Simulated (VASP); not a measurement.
# AgCl (I4/mmm) in VASP: a series of runs

The runs below take AgCl through single point, with r2SCAN.

Program: VASP 6.6.1. These are calculated values, not measurements. Logs are shortened: lines on timing, memory, paths and dates and some standing lists are left out, and cuts for length are marked.

## (1) The cell of the first run

Symmetry: I4/mmm, No. 139, tetragonal system. The conventional cell has a = 3.922 Å, b = 3.922 Å, c = 5.380 Å, α = 90.00°, β = 90.00°, γ = 90.00°. Within 3.5 Å of Ag (site symmetry 4/mmm) lie 6 Cl at 2.69 to 2.77 Å. Within 3.5 Å of Cl (site symmetry 4/mmm) lie 6 Ag at 2.69 to 2.77 Å.

## (2) Single point, r2SCAN (strain +0.000 along x and y, -0.030 along z)

POSCAR reads:

```
AgCl
1.0
    0.0000000000      2.7731500000      2.6899555000
    2.7731500000      0.0000000000      2.6899555000
    2.7731500000      2.7731500000      0.0000000000
Ag Cl
1 1
Direct
    0.5000000000      0.5000000000      0.5000000000
    0.0000000000      0.0000000000      0.0000000000
```

INCAR.step1 reads:

```
PREC     = Accurate       # precision mode
ENCUT    = 520            # plane-wave cutoff, eV
ISMEAR   = 0              # smearing method
SIGMA    = 0.05           # smearing width, eV
LREAL    = False          # projectors in reciprocal space
LASPH    = True           # aspherical terms in the spheres
NELM     = 100            # most SCF steps
NBANDS   = 16             # bands
GGA      = PE             # functional
ALGO     = Normal         # electronic algorithm
EDIFF    = 1E-4           # SCF threshold, eV
LWAVE    = True           # write WAVECAR
LCHARG   = False          # write CHGCAR
```

INCAR.step2 reads:

```
PREC     = Accurate       # precision mode
ENCUT    = 520            # plane-wave cutoff, eV
EDIFF    = 1E-6           # SCF threshold, eV
ISMEAR   = 0              # smearing method
SIGMA    = 0.05           # smearing width, eV
LREAL    = False          # projectors in reciprocal space
LASPH    = True           # aspherical terms in the spheres
NELM     = 100            # most SCF steps
ALGO     = Normal         # electronic algorithm
ISIF     = 2              # what is computed and relaxed
LWAVE    = False          # write WAVECAR
LCHARG   = False          # write CHGCAR
METAGGA  = R2SCAN         # meta-GGA
LMIXTAU  = True         
NBANDS   = 16             # bands
ISTART   = 1
```

KPOINTS reads:

```
Automatic mesh
0
Gamma
  8 8 8
```

Potentials or basis: VASP PAW PBE potentials, release 64 (Ag, Cl).

Launch:

```bash
$ cat potpaw_PBE.64/Ag/POTCAR potpaw_PBE.64/Cl/POTCAR > POTCAR
$ cp INCAR.step1 INCAR
$ mpirun -np 1 vasp_std > vasp.out
$ cp INCAR.step2 INCAR
$ mpirun -np 1 vasp_std > vasp.out
```

OUTCAR:

```text
PREC = Accurate
   ENCUT = 520
   EDIFF = 1E-6
   ISMEAR = 0
   LREAL = False
   LASPH = True
   NELM = 100
   ISIF = 2
   METAGGA = R2SCAN
   ISTART = 1

 ion  position               nearest neighbor table
   1  0.500  0.500  0.500-   2 2.69   2 2.69   2 2.77   2 2.77   2 2.77   2 2.77
   2  0.000  0.000  0.000-   1 2.69   1 2.69   1 2.77   1 2.77   1 2.77   1 2.77

  LATTYP: Found a body centered tetragonal cell.
 ALAT       =     3.9218263405
 C/A-ratio  =     1.3717871555

  Lattice vectors:

 A1 = (   0.0000000000,  -2.7731500000,  -2.6899555000)
 A2 = (   0.0000000000,   2.7731500000,  -2.6899555000)
 A3 = (   2.7731500000,   0.0000000000,   2.6899555000)

Analysis of symmetry for initial positions (statically):
=====================================================================
 Subroutine PRICEL returns:
 Original cell was already a primitive cell.

 Routine SETGRP: Setting up the symmetry group for a
 body centered tetragonal supercell.

 Subroutine GETGRP returns: Found 16 space group operations
 (whereof 16 operations were pure point group operations)
 out of a pool of 16 trial point group operations.

The static configuration has the point symmetry D_4h.

Analysis of symmetry for dynamics (positions and initial velocities):
=====================================================================
 Subroutine PRICEL returns:
 Original cell was already a primitive cell.

 Routine SETGRP: Setting up the symmetry group for a
 body centered tetragonal supercell.

 Subroutine GETGRP returns: Found 16 space group operations
 (whereof 16 operations were pure point group operations)
 out of a pool of 16 trial point group operations.

The dynamic configuration has the point symmetry D_4h.

 Subroutine INISYM returns: Found 16 space group operations
 (whereof 16 operations are pure point group operations),
 and found     1 'primitive' translations

----------------------------------------------------------------------------------------

                                     Primitive cell

  volume of cell :      41.3735

  direct lattice vectors                    reciprocal lattice vectors
     0.000000000  2.773150000  2.689955500    -0.180300380  0.180300380  0.185876681
     2.773150000  0.000000000  2.689955500     0.180300380 -0.180300380  0.185876681
     2.773150000  2.773150000  0.000000000     0.180300380  0.180300380 -0.185876681

  length of vectors
     3.863446844  3.863446844  3.921826340     0.315541748  0.315541748  0.315541748

  position of ions in fractional coordinates (direct lattice)
     0.500000000  0.500000000  0.500000000
     0.000000000  0.000000000  0.000000000

  ion indices of the primitive-cell ions
   primitive index   ion index
                 1           1
                 2           2

----------------------------------------------------------------------------------------

 KPOINTS: Automatic mesh

Automatic generation of k-mesh.
 Grid dimensions read from file:
 generate k-points for:    8    8    8

 Generating k-lattice:

  Cartesian coordinates                     Fractional coordinates (reciprocal lattice)
    -0.022537548  0.022537548  0.023234585     0.125000000  0.000000000  0.000000000
     0.022537548 -0.022537548  0.023234585     0.000000000  0.125000000  0.000000000
     0.022537548  0.022537548 -0.023234585     0.000000000  0.000000000  0.125000000

  Length of vectors
     0.039442719  0.039442719  0.039442719

  Shift w.r.t. Gamma in fractional coordinates (k-lattice)
     0.000000000  0.000000000  0.000000000

 Subroutine IBZKPT returns following result:
 ===========================================

 Found     59 irreducible k-points:

 Following reciprocal coordinates:
            Coordinates               Weight
  0.000000  0.000000  0.000000      1.000000
  0.125000  0.000000  0.000000      8.000000
  0.250000  0.000000  0.000000      8.000000
  0.375000  0.000000  0.000000      8.000000
  0.500000  0.000000  0.000000      4.000000
  0.125000  0.125000  0.000000      2.000000
[... 16 lines left out ...]
  0.250000  0.000000  0.125000     16.000000
  0.375000  0.000000  0.125000     16.000000
 [... further k-points ...]
   k-points           NKPTS =     59   k-points in BZ     NKDIM =     59   number of bands    NBANDS=     16
   number of dos      NEDOS =    301   number of ions     NIONS =      2
   total plane-waves  NPLWV =  27000
   dimension x,y,z NGX =    30 NGY =   30 NGZ =   30
   dimension x,y,z NGXF=    60 NGYF=   60 NGZF=   60
   ions per type =               1   1
   NGX,Y,Z   is equivalent  to a cutoff of  12.91, 12.91, 12.72 a.u.
   NGXF,Y,Z  is equivalent  to a cutoff of  25.82, 25.82, 25.43 a.u.
 SYSTEM =  unknown system
   PREC   = accura    normal or accurate (medium, high low for compatibility)
   ISTART =      1    job   : 0-new  1-cont  2-samecut
   ICHARG =      0    charge: 1-file 2-atom 10-const
   ISPIN  =      1    spin polarized calculation?
   LNONCOLLINEAR =      F non collinear calculations
   LSORBIT =      F    spin-orbit coupling
   LASPH  =      T    aspherical Exc in radial PAW
   ENCUT  =  520.0 eV  38.22 Ry    6.18 a.u.   7.18  7.18  7.29*2*pi/ulx,y,z
   NELM   =    100;   NELMIN=  2; NELMDL=  0     # of ELM steps
   EDIFF  = 0.1E-05   stopping-criterion for ELM
   LREAL  =      F    real-space projection
   EDIFFG = 0.1E-04   stopping-criterion for IOM
   NSW    =      0    number of steps for IOM
   IBRION =     -1    ionic relax: 0-MD 1-quasi-New 2-CG
   NFREE  =      0    steps in history (QN), initial steepest desc. (CG)
   ISIF   =      2    stress and relaxation
   ISYM   =      2    0-nonsym 1-usesym 2-fastsym
   POTIM  = 0.5000    time-step for ionic-motion
   TEBEG  =    0.0;   TEEND  =   0.0 temperature during run
   PSTRESS=    0.0 pullay stress
   NELECT =      18.0000    total number of electrons
   NUPDOWN=      -1.0000    fix difference up-down
   EMIN   =  10.00;   EMAX   =-10.00  energy-range for DOS
   EFERMI =   0.00;   METHOD = LEGACY
   ISMEAR =     0;   SIGMA  =   0.05  broadening in eV -4-tet -1-fermi 0-gaus
   EFERMI_NEDOS =   21; number of points for ismear=-14 and -15
   IALGO  =     38    algorithm
   IMIX   =      4    mixing-type and parameters
     AMIX     =   0.40;   BMIX     =  1.00
     AMIX_MAG =   1.60;   BMIX_MAG =  1.00
  volume/ion in A,a.u.               =      20.69       139.60
  Fermi-wavevector in a.u.,A,eV,Ry     =   1.240486  2.344178 20.936707  1.538805
  Thomas-Fermi vector in A             =   2.374924
   LORBIT       =      0    0 simple, 1 ext, 2 COOP (PROOUT), +10 PAW based schemes
   METAGGA = R2SCAN    functional components
   LHFCALC =     F    Hartree Fock is set to
   AEXX    =    0.0000 exact exchange contribution
   IVDW    =     0    specifies the selected vdW correction
   LEPSILON=     F    determine dielectric tensor
   LRPA    =     F    only Hartree local field effects (RPA)
 non-spin polarized calculation
 Gauss-broadening in eV      SIGMA  =   0.05
  energy-cutoff  :      520.00
  volume of cell :       41.37
 maximum number of plane-waves:      1128
 NGX is ok and might be reduce to    30
   NGX = 15   NGY = 15   NGZ = 15

 number of electron      18.0000006 magnetization

 Free energy of the ion-electron system (eV)
  ---------------------------------------------------
  ext. energy  EPLUGINS =         0.00000000
  ---------------------------------------------------
  free energy    TOTEN  =       -28.63387681 eV

  energy without entropy =      -28.63387681  energy(sigma->0) =      -28.63387681

 E-fermi :   4.2889     XC(G=0): -10.6770

 val. band max:        4.0374598304   @ k =   0.5000   0.0000   0.0000
 cond. band min:       5.3660528136   @ k =   0.0000   0.0000   0.0000
 fundamental gap:      1.3285929831
 Fermi energy:         4.2888999565

 k-point     1 :       0.0000    0.0000    0.0000
  band No.  band energies     occupation
      1     -12.0984      2.00000
      2       1.2835      2.00000
      3       1.3453      2.00000
      4       1.3453      2.00000
      5       1.3873      2.00000
      6       1.3873      2.00000
[... 8 lines left out ...]
     15      18.0834      0.00000
     16      18.0834      0.00000

 k-point     2 :       0.1250    0.0000    0.0000
  band No.  band energies     occupation
      1     -12.0336      2.00000
      2       0.4987      2.00000
      3       0.5956      2.00000
      4       0.6310      2.00000
      5       1.4126      2.00000
      6       1.4453      2.00000
[... 8 lines left out ...]
     15      16.7778      0.00000
     16      17.4419      0.00000

 k-point     3 :       0.2500    0.0000    0.0000
  band No.  band energies     occupation
      1     -11.8702      2.00000
      2      -0.5537      2.00000
      3      -0.0610      2.00000
      4       0.0210      2.00000
      5       1.5565      2.00000
      6       1.5696      2.00000
[... 8 lines left out ...]
     15      16.8402      0.00000
     16      17.3334      0.00000

 k-point     4 :       0.3750    0.0000    0.0000
  band No.  band energies     occupation
      1     -11.6960      2.00000
      2      -1.3749      2.00000
      3      -0.4633      2.00000
      4      -0.3684      2.00000
      5       1.6977      2.00000
      6       1.7072      2.00000
[... 8 lines left out ...]
     15      17.7393      0.00000
     16      17.7811      0.00000
[... 324 lines left out ...]
 k-point    22 :       0.1250    0.0000    0.1250
  band No.  band energies     occupation
      1     -12.0183      2.00000
      2       0.0777      2.00000
      3       0.8635      2.00000
      4       0.9667      2.00000
      5       1.2955      2.00000
      6       1.4457      2.00000
[... 8 lines left out ...]
     15      18.4117      0.00000
     16      18.6817      0.00000

 k-point    23 :       0.2500    0.0000    0.1250
  band No.  band energies     occupation
      1     -11.8964      2.00000
      2      -0.5185      2.00000
      3       0.2758      2.00000
      4       0.4111      2.00000
      5       1.3804      2.00000
      6       1.5852      2.00000
[... 8 lines left out ...]
     15      18.0928      0.00000
     16      18.7926      0.00000

 k-point    24 :       0.3750    0.0000    0.1250
  band No.  band energies     occupation
      1     -11.7313      2.00000
      2      -1.0906      2.00000
      3      -0.3335      2.00000
      4      -0.1389      2.00000
      5       1.5463      2.00000
      6       1.7246      2.00000
[... 8 lines left out ...]
     15      18.3380      0.00000
     16      18.6607      0.00000

 [... further k-points ...]

------------------------ aborting loop because EDIFF is reached ----------------------------------------

  FORCE on cell =-STRESS in cart. coord.  units (eV):
  Direction    XX          YY          ZZ          XY          YZ          ZX
  --------------------------------------------------------------------------------------
  -------------------------------------------------------------------------------------
  Total        0.3233689      0.3233689      0.6316088      0.0000000     -0.0000000      0.0000000
  in kB       12.5223853     12.5223853     24.4589017      0.0000000     -0.0000000      0.0000000
  external PRESSURE =      16.5012241 kB  Pullay stress =       0.0000000 kB

 VOLUME and BASIS-vectors are now :
 -----------------------------------------------------------------------------
  energy-cutoff  :      520.00
  volume of cell :       41.37
      direct lattice vectors                 reciprocal lattice vectors
     0.000000000  2.773150000  2.689955500    -0.180300380  0.180300380  0.185876681
     2.773150000  0.000000000  2.689955500     0.180300380 -0.180300380  0.185876681
     2.773150000  2.773150000  0.000000000     0.180300380  0.180300380 -0.185876681

 POSITION                                       TOTAL-FORCE (eV/Angst)
 -----------------------------------------------------------------------------------
      2.77315      2.77315      2.68996        -0.000000      0.000000     -0.000000
      0.00000      0.00000      0.00000         0.000000      0.000000      0.000000
 -----------------------------------------------------------------------------------
    total drift:                                0.000000      0.000000      0.000000

  FREE ENERGIE OF THE ION-ELECTRON SYSTEM (eV)
  ---------------------------------------------------
  free  energy   TOTEN  =       -28.6338768122 eV

  energy  without entropy=      -28.6338768122  energy(sigma->0) =      -28.63387681
```

Wall time 85 s (1 thread of Intel Xeon 6975P-C (Granite Rapids), shared host); peak memory 0.19 GiB.

Results:

| Item | Value |
| --- | --- |
| Free energy | -28.6339 eV |
| Pressure | 1.7 GPa |
| Band gap on the k mesh | 1.33 eV (least direct gap 3.81 eV) |

Stress tensor (GPa, compression positive):
```
1.25 0.00 0.00
0.00 1.25 0.00
0.00 0.00 2.45
```

Levels at points of the mesh, in eV from the valence-band top:
| k point | band 7 | band 8 | band 9 | band 10 | band 11 | band 12 |
| --- | --- | --- | --- | --- | --- | --- |
| (0.00, 0.00, 0.00) | -2.62 | -2.62 | -2.61 | 1.33 | 11.21 | 11.21 |
| (0.50, 0.00, 0.00) | -1.94 | -0.20 | 0.00 | 4.52 | 7.25 | 7.95 |
| (0.50, 0.50, 0.00) | -2.15 | -2.15 | -2.01 | 2.75 | 8.07 | 9.45 |
| (0.50, 0.00, 0.50) | -2.17 | -2.14 | -2.02 | 2.79 | 8.28 | 9.15 |

Caveat: the cell differs from its parent crystal (strain +0.000 along x and y, -0.030 along z); the PAW data sets were made with another functional, which shifts forces and pressure a little. A k mesh can miss the band edges.

## (3) Single point, r2SCAN (strain -0.015 along x and y, +0.000 along z)

POSCAR reads:

```
AgCl
1.0
    0.0000000000      2.7315527500      2.7731500000
    2.7315527500      0.0000000000      2.7731500000
    2.7315527500      2.7315527500      0.0000000000
Ag Cl
1 1
Direct
    0.5000000000      0.5000000000      0.5000000000
    0.0000000000      0.0000000000      0.0000000000
```

INCAR.step1 reads:

```
SYSTEM = AgCl
PREC = Accurate
ENCUT = 520
ISMEAR = 0
SIGMA = 0.05
LREAL = .FALSE.
LASPH = .TRUE.
NELM = 60
NBANDS = 16
GGA = PE
ALGO = Normal
EDIFF = 1E-4
LWAVE = .TRUE.
LCHARG = .FALSE.
```

INCAR.step2 reads:

```
SYSTEM = AgCl
PREC = Accurate
ENCUT = 520
EDIFF = 1E-7
ISMEAR = 0
SIGMA = 0.05
LREAL = .FALSE.
LASPH = .TRUE.
NELM = 60
ALGO = Normal
ISIF = 2
LWAVE = .FALSE.
LCHARG = .TRUE.
METAGGA = R2SCAN
LMIXTAU = .TRUE.
LELF = .TRUE.
LVHAR = .TRUE.
NBANDS = 16
ISTART = 1
```

KPOINTS reads:

```
regular mesh
0
G
  8 8 8
  0 0 0
```

Potentials or basis: VASP PAW PBE potentials, release 64 (Ag, Cl).

Launch:

```bash
$ cat potpaw_PBE.64/Ag/POTCAR potpaw_PBE.64/Cl/POTCAR > POTCAR
$ cp INCAR.step1 INCAR
$ mpirun -np 1 vasp_std > vasp.out
$ cp INCAR.step2 INCAR
$ mpirun -np 1 vasp_std > vasp.out
```

It took 96 s on 1 thread of Intel Xeon 6975P-C (Granite Rapids), shared host; peak memory 0.19 GiB.

It converged, with:

```yaml
Free_energy: -28.6363 eV
Pressure: 1.6 GPa
Band_gap_on_the_k_mesh: 1.37 eV (least direct gap 3.81 eV)
```

Stress tensor (GPa, compression positive):
```
1.76 0.00 0.00
0.00 1.76 0.00
0.00 0.00 1.17
```

Levels at points of the mesh, in eV from the valence-band top:
| k point | band 6 | band 7 | band 8 | band 9 | band 10 | band 11 | band 12 | band 13 |
| --- | --- | --- | --- | --- | --- | --- | --- | --- |
| (0.00, 0.00, 0.00) | -2.60 | -2.60 | -2.56 | -2.56 | 1.37 | 11.25 | 11.29 | 11.29 |
| (0.50, 0.00, 0.00) | -2.22 | -1.89 | -0.11 | 0.00 | 4.57 | 7.29 | 8.08 | 8.24 |
| (0.50, 0.50, 0.00) | -2.38 | -2.10 | -2.10 | -1.97 | 2.84 | 8.32 | 9.20 | 12.53 |
| (0.50, 0.00, 0.50) | -2.36 | -2.11 | -2.09 | -1.96 | 2.82 | 8.22 | 9.35 | 12.29 |

Caveat: the cell differs from its parent crystal (strain -0.015 along x and y, +0.000 along z); the PAW data sets were made with another functional, which shifts forces and pressure a little. A k mesh can miss the band edges.

## (4) Single point, r2SCAN (strain +0.000 along x and y, -0.015 along z)

POSCAR reads:

```
AgCl
1.0
    0.0000000000      2.7731500000      2.7315527500
    2.7731500000      0.0000000000      2.7315527500
    2.7731500000      2.7731500000      0.0000000000
Ag Cl
1 1
Direct
    0.5000000000      0.5000000000      0.5000000000
    0.0000000000      0.0000000000      0.0000000000
```

INCAR.step1 reads:

```
ALGO     = Normal         # electronic algorithm
EDIFF    = 1E-4           # SCF threshold, eV
ENCUT    = 520            # plane-wave cutoff, eV
GGA      = PE             # functional
ISMEAR   = 0              # smearing method
LASPH    = True           # aspherical terms in the spheres
LCHARG   = False          # write CHGCAR
LREAL    = False          # projectors in reciprocal space
LWAVE    = True           # write WAVECAR
NBANDS   = 16             # bands
NELM     = 80             # most SCF steps
PREC     = Accurate       # precision mode
SIGMA    = 0.05           # smearing width, eV
```

INCAR.step2 reads:

```
ALGO     = Normal         # electronic algorithm
EDIFF    = 1E-6           # SCF threshold, eV
ENCUT    = 520            # plane-wave cutoff, eV
ISIF     = 2              # what is computed and relaxed
ISMEAR   = 0              # smearing method
ISTART   = 1            
LASPH    = True           # aspherical terms in the spheres
LCHARG   = False          # write CHGCAR
LMIXTAU  = True         
LREAL    = False          # projectors in reciprocal space
LWAVE    = False          # write WAVECAR
METAGGA  = R2SCAN         # meta-GGA
NBANDS   = 16             # bands
NELM     = 80             # most SCF steps
PREC     = Accurate       # precision mode
SIGMA    = 0.05           # smearing width, eV
```

KPOINTS reads:

```
k-points
0
Gamma
  8 8 8
```

Launch:

```bash
$ cat potpaw_PBE.64/Ag/POTCAR potpaw_PBE.64/Cl/POTCAR > POTCAR
$ cp INCAR.step1 INCAR
$ mpirun -np 1 vasp_std > vasp.out
$ cp INCAR.step2 INCAR
$ mpirun -np 1 vasp_std > vasp.out
```

It took 73 s on 1 thread of Intel Xeon 6975P-C (Granite Rapids), shared host; peak memory 0.19 GiB.

The run converged. Its results:

| Item | Value |
| --- | --- |
| Free energy | -28.6411 eV |
| Pressure | 0.7 GPa |
| Band gap on the k mesh | 1.37 eV (least direct gap 3.75 eV) |

Stress tensor (GPa, compression positive):
```
0.54 0.00 0.00
0.00 0.54 0.00
0.00 0.00 1.04
```

Levels at points of the mesh, in eV from the valence-band top:
| k point | band 6 | band 7 | band 8 | band 9 | band 10 | band 11 | band 12 | band 13 |
| --- | --- | --- | --- | --- | --- | --- | --- | --- |
| (0.00, 0.00, 0.00) | -2.55 | -2.52 | -2.50 | -2.49 | 1.37 | 11.27 | 11.27 | 11.31 |
| (0.50, 0.00, 0.00) | -2.17 | -1.84 | -0.10 | 0.00 | 4.62 | 7.20 | 8.11 | 8.27 |
| (0.50, 0.50, 0.00) | -2.29 | -2.05 | -2.05 | -1.92 | 2.84 | 8.21 | 9.35 | 12.30 |
| (0.50, 0.00, 0.50) | -2.31 | -2.06 | -2.04 | -1.93 | 2.86 | 8.31 | 9.20 | 12.29 |

Caveat: the cell differs from its parent crystal (strain +0.000 along x and y, -0.015 along z); the PAW data sets were made with another functional, which shifts forces and pressure a little.

(Continued in part 2 of 2.)
